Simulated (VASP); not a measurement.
Set up this calculation in VASP 6.6.1, as the native input.

```yaml
Task: single point
Functional: PBE
Potentials_or_basis: VASP PAW PBE potentials, release 64 (Hf_pv, O)
Cutoff: 520 eV
k_mesh: 9 × 9 × 9
Occupations: fermi-dirac, width 0.01 eV
Spin: no spin polarisation
Dipole_correction: no
Further_INCAR_settings: ALGO = Normal; EDIFF = 1e-06; NBANDS = 18
```

The structure of HfO2 lies in POSCAR:

```
HfO2
1.0
    0.0255750000      2.5702875000      2.5702875000
    2.5702875000      0.0255750000      2.5702875000
    2.5702875000      2.5702875000      0.0255750000
Hf O
1 2
Direct
    0.0000000000      0.0000000000      0.0000000000
    0.2500000000      0.2500000000      0.2500000000
    0.7500000000      0.7500000000      0.7500000000
```

This cell differs from its parent crystal: equal xy, yz and zx shear strains of +1 %.

One way to write it, as run:

INCAR

```
PREC     = Accurate       # precision mode
ENCUT    = 520            # plane-wave cutoff, eV
EDIFF    = 1E-6           # SCF threshold, eV
ISMEAR   = -1             # smearing method
SIGMA    = 0.01           # smearing width, eV
LREAL    = F              # projectors in reciprocal space
LASPH    = T              # aspherical terms in the spheres
NELM     = 100            # most SCF steps
ALGO     = Normal         # electronic algorithm
ISIF     = 2              # what is computed and relaxed
LWAVE    = F              # write WAVECAR
LCHARG   = F              # write CHGCAR
GGA      = PE             # functional
NBANDS   = 18             # bands
```

KPOINTS

```
regular mesh
0
Gamma
  9 9 9
```

Potentials or basis: VASP PAW PBE potentials, release 64 (Hf_pv, O).

The run is started by

```console
$ cat potpaw_PBE.64/Hf_pv/POTCAR potpaw_PBE.64/O/POTCAR > POTCAR
$ mpirun -np 1 vasp_std > vasp.out
```

It gave:

* Pressure: -5.9 GPa
* Largest force: 0.089 eV/Å
* Band gap on the k mesh: 3.84 eV, indirect (least direct gap 3.95 eV)

Caveat: the cell differs from its parent crystal (equal xy, yz and zx shear strains of +1 %); spin-orbit coupling is left out, which moves the levels of the heavy elements.

Run time: 40 s on 1 thread of Intel(R) Xeon(R) Platinum 8375C CPU @ 2.90GHz (Ice Lake) (shared host), peak memory 0.19 GiB.
